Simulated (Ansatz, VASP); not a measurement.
One calculation of PbS, two programs

```
CELL_PARAMETERS angstrom
0.00000 3.00451 3.00451
3.00451 0.00000 3.00451
3.00451 3.00451 0.00000
ATOMIC_POSITIONS crystal
Pb 0.50000 0.50000 0.50000
S 0.00000 0.00000 0.00000
```

Alike in both runs: functional PBE; k mesh 10 × 10 × 10; occupations gaussian, width 0.02 eV; no spin polarisation.

Ansatz relaxed the structure, and its values are those at the end. VASP's run is a single point on that final structure, the one shown.

|  | VASP | Ansatz |
| --- | --- | --- |
| version | VASP 6.6.1 | Ansatz 0.2.0 |
| potentials or method | VASP PAW PBE potentials, release 64 (Pb_d, S), cutoff 520 eV | scalar-relativistic, plane waves, PAW |
| valence electrons in the cell | 20 | 20 |

|  | VASP | Ansatz | Ansatz less VASP |
| --- | --- | --- | --- |
| gap on the k mesh at the Fermi level (eV) | 0.50 | 0.49 | -0.007 |
| least direct gap on the mesh (eV) | 0.50 | 0.49 | -0.007 |
| pressure (GPa) | -0.1 | 0.0 | +0.07 |

The functional is the same, so the differences come from potentials, cutoffs and numerics.

Spin-orbit coupling is off throughout.
